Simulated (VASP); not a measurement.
# Yb (P6_3/mmc) in VASP: further runs

Yb is run at these levels: PBE; tasks: single point.

All numbers are computed with VASP 6.6.1; they aren't measurements. Logs are shortened: lines on timing, memory, paths and dates and some standing lists are left out, and cuts for length are marked.

**1. The cell of the first run**

It takes space group P6_3/mmc (No. 194, hexagonal). Conventional cell: a = 3.880 Å, b = 3.880 Å, c = 6.386 Å, α = 90.00°, β = 90.00°, γ = 120.00°. Within 5.1 Å of Yb (site symmetry -6m2) lie 12 Yb at 3.88 to 3.90 Å.

This isn't the form of Yb at room conditions, which is fcc.

**2. Single point, PBE, collinear spin, ferromagnetic start**

Contents of INCAR:

```
SYSTEM = Yb
PREC = Accurate
ENCUT = 520
EDIFF = 1E-7
ISMEAR = -1
SIGMA = 0.05
LREAL = .False.
LASPH = .True.
NELM = 150
ALGO = Normal
ISIF = 2
LWAVE = .False.
LCHARG = .True.
ISPIN = 2
MAGMOM = 1 1
LORBIT = 11
LMAXMIX = 6
GGA = PE
LELF = .True.
LVHAR = .True.
NBANDS = 35
```

Contents of KPOINTS:

```
Automatic mesh
0
Gamma
  8 8 4
  0 0 0
```

Contents of POSCAR:

```
Yb
1.0
    3.8799000000      0.0000000000      0.0000000000
   -1.9399500000      3.3600919641      0.0000000000
    0.0000000000      0.0000000000      6.3859000000
Yb
2
Direct
    0.6666666667      0.3333333333      0.7500000000
    0.3333333333      0.6666666667      0.2500000000
```

Potentials or basis: VASP PAW PBE potentials, release 64 (Yb).

On the command line:

```sh
$ cat potpaw_PBE.64/Yb/POTCAR > POTCAR
$ mpirun -np 1 vasp_std > vasp.out
```

OUTCAR:

```text
SYSTEM = Yb
   PREC = Accurate
   ENCUT = 520
   EDIFF = 1E-7
   ISMEAR = -1
   LREAL = .False.
   LASPH = .True.
   NELM = 150
   ISIF = 2
   ISPIN = 2
   LORBIT = 11
   GGA = PE

 ion  position               nearest neighbor table
   1  0.667  0.333  0.750-
   2  0.333  0.667  0.250-

  LATTYP: Found a hexagonal cell.
 ALAT       =     3.8799000000
 C/A-ratio  =     1.6458929354

  Lattice vectors:

 A1 = (   3.8799000000,   0.0000000000,   0.0000000000)
 A2 = (  -1.9399500000,   3.3600919641,   0.0000000000)
 A3 = (   0.0000000000,   0.0000000000,   6.3859000000)

Analysis of symmetry for initial positions (statically):
=====================================================================
 Subroutine PRICEL returns:
 Original cell was already a primitive cell.

 Routine SETGRP: Setting up the symmetry group for a
 hexagonal supercell.

 Subroutine GETGRP returns: Found 24 space group operations
 (whereof 12 operations were pure point group operations)
 out of a pool of 24 trial point group operations.

The static configuration has the point symmetry D_3d.
 The point group associated with its full space group is D_6h.

Analysis of symmetry for dynamics (positions and initial velocities):
=====================================================================
 Subroutine PRICEL returns:
 Original cell was already a primitive cell.

 Routine SETGRP: Setting up the symmetry group for a
 hexagonal supercell.

 Subroutine GETGRP returns: Found 24 space group operations
 (whereof 12 operations were pure point group operations)
 out of a pool of 24 trial point group operations.

The dynamic configuration has the point symmetry D_3d.
 The point group associated with its full space group is D_6h.

Analysis of structural, dynamic, and magnetic symmetry:
=====================================================================
 Subroutine PRICEL returns:
 Original cell was already a primitive cell.

 Routine SETGRP: Setting up the symmetry group for a
 hexagonal supercell.

 Subroutine GETGRP returns: Found 24 space group operations
 (whereof 12 operations were pure point group operations)
 out of a pool of 24 trial point group operations.

The overall configuration has the point symmetry D_3d.
 The point group associated with its full space group is D_6h.

 Subroutine INISYM returns: Found 24 space group operations
 (whereof 12 operations are pure point group operations),
 and found     1 'primitive' translations

----------------------------------------------------------------------------------------

                                     Primitive cell

  volume of cell :      83.2518

  direct lattice vectors                    reciprocal lattice vectors
     3.879900000  0.000000000  0.000000000     0.257738602  0.148805451  0.000000000
    -1.939950000  3.360091964  0.000000000     0.000000000  0.297610902  0.000000000
     0.000000000  0.000000000  6.385900000     0.000000000  0.000000000  0.156594998

  length of vectors
     3.879900000  3.879900000  6.385900000     0.297610902  0.297610902  0.156594998

  position of ions in fractional coordinates (direct lattice)
     0.666666667  0.333333333  0.750000000
     0.333333333  0.666666667  0.250000000

  ion indices of the primitive-cell ions
   primitive index   ion index
                 1           1
                 2           2

----------------------------------------------------------------------------------------

 KPOINTS: Automatic mesh

Automatic generation of k-mesh.
 Grid dimensions read from file:
 generate k-points for:    8    8    4

 Generating k-lattice:

  Cartesian coordinates                     Fractional coordinates (reciprocal lattice)
     0.032217325  0.018600681  0.000000000     0.125000000  0.000000000  0.000000000
     0.000000000  0.037201363  0.000000000     0.000000000  0.125000000  0.000000000
     0.000000000  0.000000000  0.039148750     0.000000000  0.000000000  0.250000000

  Length of vectors
     0.037201363  0.037201363  0.039148750

  Shift w.r.t. Gamma in fractional coordinates (k-lattice)
     0.000000000  0.000000000  0.000000000

 Subroutine IBZKPT returns following result:
 ===========================================

 Found     30 irreducible k-points:

 Following reciprocal coordinates:
            Coordinates               Weight
  0.000000  0.000000  0.000000      1.000000
  0.125000  0.000000  0.000000      6.000000
  0.250000  0.000000  0.000000      6.000000
  0.375000  0.000000  0.000000      6.000000
  0.500000  0.000000  0.000000      3.000000
  0.125000  0.125000  0.000000      6.000000
[... 16 lines left out ...]
  0.250000  0.000000  0.500000      6.000000
  0.375000  0.000000  0.500000      6.000000
 [... further k-points ...]
   k-points           NKPTS =     30   k-points in BZ     NKDIM =     30   number of bands    NBANDS=     35
   number of dos      NEDOS =    301   number of ions     NIONS =      2
   total plane-waves  NPLWV =  43200
   dimension x,y,z NGX =    30 NGY =   30 NGZ =   48
   dimension x,y,z NGXF=    60 NGYF=   60 NGZF=   96
   ions per type =               2
   NGX,Y,Z   is equivalent  to a cutoff of  12.85, 12.85, 12.50 a.u.
   NGXF,Y,Z  is equivalent  to a cutoff of  25.71, 25.71, 24.99 a.u.
 SYSTEM =  Yb
   PREC   = accura    normal or accurate (medium, high low for compatibility)
   ISTART =      0    job   : 0-new  1-cont  2-samecut
   ICHARG =      2    charge: 1-file 2-atom 10-const
   ISPIN  =      2    spin polarized calculation?
   LNONCOLLINEAR =      F non collinear calculations
   LSORBIT =      F    spin-orbit coupling
   LASPH  =      T    aspherical Exc in radial PAW
   ENCUT  =  520.0 eV  38.22 Ry    6.18 a.u.   7.21  7.21 11.87*2*pi/ulx,y,z
   NELM   =    150;   NELMIN=  2; NELMDL= -5     # of ELM steps
   EDIFF  = 0.1E-06   stopping-criterion for ELM
   LREAL  =      F    real-space projection
   EDIFFG = 0.1E-05   stopping-criterion for IOM
   NSW    =      0    number of steps for IOM
   IBRION =     -1    ionic relax: 0-MD 1-quasi-New 2-CG
   NFREE  =      0    steps in history (QN), initial steepest desc. (CG)
   ISIF   =      2    stress and relaxation
   ISYM   =      2    0-nonsym 1-usesym 2-fastsym
   POTIM  = 0.5000    time-step for ionic-motion
   TEBEG  =    0.0;   TEEND  =   0.0 temperature during run
   PSTRESS=    0.0 pullay stress
   NELECT =      48.0000    total number of electrons
   NUPDOWN=      -1.0000    fix difference up-down
   EMIN   =  10.00;   EMAX   =-10.00  energy-range for DOS
   EFERMI =   0.00;   METHOD = LEGACY
   ISMEAR =    -1;   SIGMA  =   0.05  broadening in eV -4-tet -1-fermi 0-gaus
   EFERMI_NEDOS =   21; number of points for ismear=-14 and -15
   IALGO  =     38    algorithm
   IMIX   =      4    mixing-type and parameters
     AMIX     =   0.40;   BMIX     =  1.00
     AMIX_MAG =   1.60;   BMIX_MAG =  1.00
  volume/ion in A,a.u.               =      41.63       280.91
  Fermi-wavevector in a.u.,A,eV,Ry     =   1.362565  2.574875 25.260359  1.856584
  Thomas-Fermi vector in A             =   2.489044
   LORBIT       =     11    0 simple, 1 ext, 2 COOP (PROOUT), +10 PAW based schemes
   GGA     = PE    functional components
   LHFCALC =     F    Hartree Fock is set to
   AEXX    =    0.0000 exact exchange contribution
   IVDW    =     0    specifies the selected vdW correction
   LEPSILON=     F    determine dielectric tensor
   LRPA    =     F    only Hartree local field effects (RPA)
 spin polarized calculation
  energy-cutoff  :      520.00
  volume of cell :       83.25
 maximum number of plane-waves:      2256
 NGX is ok and might be reduce to    30
   NGX = 15   NGY = 15   NGZ = 23

 number of electron      48.0000033 magnetization       0.0001093

 number of electron      48.0000033 magnetization      -0.0000422

 Free energy of the ion-electron system (eV)
  ---------------------------------------------------
  ext. energy  EPLUGINS =         0.00000000
  ---------------------------------------------------
  free energy    TOTEN  =        -7.03122518 eV

  energy without entropy =       -6.99489820  energy(sigma->0) =       -7.01306169

 E-fermi :   1.1401     XC(G=0):  -8.8223

 val. band max:        1.1317370495   @ k =   0.3750   0.0000   0.0000
 cond. band min:       1.1416160246   @ k =   0.1250   0.1250   0.0000
 fundamental gap:      0.0098789751
 Fermi energy:         1.1400682688

 spin component 1

 k-point     1 :       0.0000    0.0000    0.0000
  band No.  band energies     occupation
      1     -50.7044      1.00000
      2     -50.6967      1.00000
      3     -23.1678      1.00000
      4     -22.9969      1.00000
      5     -22.9969      1.00000
      6     -22.9695      1.00000
[... 27 lines left out ...]
     34       6.5449      0.00000
     35       7.2936      0.00000
[... 843 lines left out ...]
      5     -23.0246      1.00000
      6     -23.0246      1.00000
[... 27 lines left out ...]
     34       6.6424      0.00000
     35       8.1154      0.00000

 [... further k-points ...]

 spin component 2

 k-point     1 :       0.0000    0.0000    0.0000
  band No.  band energies     occupation
      1     -50.7044      1.00000
      2     -50.6967      1.00000
      3     -23.1678      1.00000
      4     -22.9970      1.00000
      5     -22.9970      1.00000
      6     -22.9696      1.00000
[... 27 lines left out ...]
     34       6.5448      0.00000
     35       7.2936      0.00000
[... 843 lines left out ...]
      5     -23.0246      1.00000
      6     -23.0246      1.00000
[... 27 lines left out ...]
     34       6.6424      0.00000
     35       8.1154      0.00000

 [... further k-points ...]
[... 5 lines left out ...]
  --------------------------------------------------------------------------------------
  -------------------------------------------------------------------------------------
  Total       -1.2991437     -1.2991437     -1.2371771      0.0000000      0.0000000      0.0000000
  in kB      -25.0019550    -25.0019550    -23.8094109      0.0000000      0.0000000      0.0000000
  external PRESSURE =     -24.6044403 kB  Pullay stress =       0.0000000 kB

 VOLUME and BASIS-vectors are now :
 -----------------------------------------------------------------------------
  energy-cutoff  :      520.00
  volume of cell :       83.25
      direct lattice vectors                 reciprocal lattice vectors
     3.879900000  0.000000000  0.000000000     0.257738602  0.148805451  0.000000000
    -1.939950000  3.360091964  0.000000000     0.000000000  0.297610902  0.000000000
     0.000000000  0.000000000  6.385900000     0.000000000  0.000000000  0.156594998

 POSITION                                       TOTAL-FORCE (eV/Angst)
 -----------------------------------------------------------------------------------
      1.93995      1.12003      4.78943        -0.000000      0.000000      0.000000
     -0.00000      2.24006      1.59648         0.000000     -0.000000     -0.000000
 -----------------------------------------------------------------------------------
    total drift:                               -0.000000      0.000000     -0.000000

  FREE ENERGIE OF THE ION-ELECTRON SYSTEM (eV)
  ---------------------------------------------------
  free  energy   TOTEN  =        -7.0312251830 eV

  energy  without entropy=       -6.9948982030  energy(sigma->0) =       -7.01306169

 total charge

# of ion       s       p       d       f       tot
--------------------------------------------------
    1        2.212   5.979   0.204  13.649  22.045
    2        2.212   5.979   0.204  13.649  22.045
--------------------------------------------------
tot          4.425  11.959   0.408  27.298  44.090

 magnetization (x)

# of ion       s       p       d       f       tot
--------------------------------------------------
    1        0.000  -0.000  -0.000  -0.000  -0.000
    2        0.000  -0.000  -0.000  -0.000  -0.000
--------------------------------------------------
tot          0.000  -0.000  -0.000  -0.000  -0.000
```

Run time: 8.5 min. Hardware: 1 thread of Intel Xeon 6975P-C (Granite Rapids), shared host; peak memory 0.34 GiB.

What came out:

```yaml
Free_energy: -7.0312 eV
Pressure: -2.5 GPa
Band_gap_on_the_k_mesh: zero (filled and empty bands overlap)
Net_moment: 0.00 μB per cell
Valence_electrons_inside_the_program's_atomic_spheres: Yb 22.05
```

Stress tensor (GPa, compression positive):
```
-2.50  0.00  0.00
 0.00 -2.50  0.00
 0.00  0.00 -2.38
```

Caveat: spin-orbit coupling is left out, which moves the levels of the heavy elements.

**3. Single point, PBE, collinear spin, ferromagnetic start (44.12 Å³/atom)**

This run uses another cell than the first one, of 44.12 Å³/atom.

Contents of INCAR:

```
ALGO = Fast
EDIFF = 1E-6
ENCUT = 520
GGA = PE
ISIF = 2
ISMEAR = -1
ISPIN = 2
LASPH = True
LCHARG = False
LMAXMIX = 6
LORBIT = 11
LREAL = False
LWAVE = False
MAGMOM = 1 1
NBANDS = 35
NELM = 150
PREC = Accurate
SIGMA = 0.05
```

Contents of KPOINTS:

```
k-points
0
Gamma
  8 8 4
```

Contents of POSCAR:

```
Yb
1.0
    3.9559957897      0.0000000000      0.0000000000
   -1.9779978949      3.4259928511      0.0000000000
    0.0000000000      0.0000000000      6.5111455227
Yb
2
Direct
    0.6666666667      0.3333333333      0.7500000000
    0.3333333333      0.6666666667      0.2500000000
```

Potentials or basis: VASP PAW PBE potentials, release 64 (Yb).

On the command line:

```sh
$ cat potpaw_PBE.64/Yb/POTCAR > POTCAR
$ mpirun -np 1 vasp_std > vasp.out
```

It took 34 min on 1 thread of AMD EPYC 7R43 (Zen 3), shared host; peak memory 0.3 GiB.

It converged, with:

- Free energy: -6.9498 eV
- Pressure: -1.1 GPa
- Band gap on the k mesh: zero (filled and empty bands overlap)
- Net moment: -0.02 μB per cell
- Valence electrons inside the program's atomic spheres: Yb 22.03

Stress tensor (GPa, compression positive):
```
-1.02  0.00  0.00
 0.00 -1.02  0.00
 0.00  0.00 -1.24
```

Levels at points of the mesh, in eV from the Fermi level:
Spin up:
```
           k point  band 22  band 23  band 24  band 25  band 26  band 27
(0.00, 0.00, 0.00)    -0.30    -0.28    -0.28     0.03     2.59     2.64
(0.50, 0.00, 0.00)    -0.29    -0.28    -0.28     0.10     0.26     1.61
(0.00, 0.00, 0.50)    -0.29    -0.28    -0.28     1.59     1.63     2.64
(0.50, 0.00, 0.50)    -0.29    -0.29    -0.29     0.25     0.25     1.52
```
Spin down:
| k point | band 20 | band 21 | band 22 | band 23 | band 24 | band 25 | band 26 | band 27 | band 28 | band 29 |
| --- | --- | --- | --- | --- | --- | --- | --- | --- | --- | --- |
| (0.00, 0.00, 0.00) | -0.32 | -0.29 | -0.29 | -0.27 | -0.27 | 0.01 | 2.58 | 2.64 | 2.64 | 3.10 |
| (0.50, 0.00, 0.00) | -0.30 | -0.29 | -0.29 | -0.28 | -0.27 | 0.09 | 0.24 | 1.69 | 2.08 | 2.61 |
| (0.00, 0.00, 0.50) | -0.29 | -0.29 | -0.29 | -0.27 | -0.27 | 1.65 | 1.66 | 2.63 | 2.63 | 2.64 |
| (0.50, 0.00, 0.50) | -0.32 | -0.29 | -0.29 | -0.29 | -0.29 | 0.23 | 0.23 | 1.64 | 1.69 | 3.46 |

Caveat: spin-orbit coupling is left out, which moves the levels of the heavy elements. The state reached can hang on the start; a lower one may exist.

**4. Single point, PBE, collinear spin, ferromagnetic start**

Contents of INCAR:

```
SYSTEM = Yb
PREC = Accurate
ENCUT = 520
EDIFF = 1E-6
ISMEAR = -1
SIGMA = 0.05
LREAL = .FALSE.
LASPH = .TRUE.
NELM = 150
ALGO = Normal
ISIF = 2
LWAVE = .FALSE.
LCHARG = .TRUE.
ISPIN = 2
MAGMOM = 1.25 1.25
LORBIT = 11
NUPDOWN = 2.5
LMAXMIX = 6
GGA = PE
LELF = .TRUE.
LVHAR = .TRUE.
NBANDS = 35
```

Contents of KPOINTS:

```
regular mesh
0
G
  7 7 4
  0 0 0
```

Contents of POSCAR:

```
Yb
1.0
    3.8799000000      0.0000000000      0.0000000000
   -1.9399500000      3.3600919641      0.0000000000
    0.0000000000      0.0000000000      6.3859000000
Yb
2
Direct
    0.6666666667      0.3333333333      0.7500000000
    0.3333333333      0.6666666667      0.2500000000
```

On the command line:

```sh
$ cat potpaw_PBE.64/Yb/POTCAR > POTCAR
$ mpirun -np 1 vasp_std > vasp.out
```

It took 4 min on 1 thread of Intel Xeon 6975P-C (Granite Rapids), shared host; peak memory 0.31 GiB.

It converged, with:

| Property | Result |
| --- | --- |
| Free energy | -6.4844 eV |
| Pressure | -2.6 GPa |
| Net moment | 2.50 μB per cell |
| Site moments | Yb +0.55 μB |
| Valence electrons inside the program's atomic spheres | Yb 21.98 |

Stress tensor (GPa, compression positive):
```
-2.28  0.00  0.00
 0.00 -2.28  0.00
 0.00  0.00 -3.38
```

Caveat: spin-orbit coupling is left out, which moves the levels of the heavy elements; the total moment is fixed, so each spin has its own Fermi level and the state may be an excited one. The state reached can hang on the start; a lower one may exist.

**5. Overview**

| fixed moment (μB) | cell | k mesh | gap on the mesh (eV) | pressure (GPa) | moment (μB) |
| --- | --- | --- | --- | --- | --- |
| - | a = 3.880, b = 3.880, c = 6.386 Å, angles 90.0, 90.0, 120.0°, 2 atoms | 8 × 8 × 4 | none | -2.5 | 0.00 |
| - | a = 3.956, b = 3.956, c = 6.511 Å, angles 90.0, 90.0, 120.0°, 2 atoms | 8 × 8 × 4 | none | -1.1 | 0.02 |
| 2.5 | a = 3.880, b = 3.880, c = 6.386 Å, angles 90.0, 90.0, 120.0°, 2 atoms | 7 × 7 × 4 | - | -2.6 | 2.50 |

Alike in all rows: task single point; level PBE; potentials or basis VASP PAW PBE potentials, release 64 (Yb); spin collinear, ferromagnetic start; cutoff (eV) 520; smearing fermi-dirac 0.05 eV.

Caveats: spin-orbit coupling is left out, which moves the levels of the heavy elements; the total moment is fixed, so each spin has its own Fermi level and the state may be an excited one (at least some runs).

Absolute energies hang on the potentials; compare differences alone.
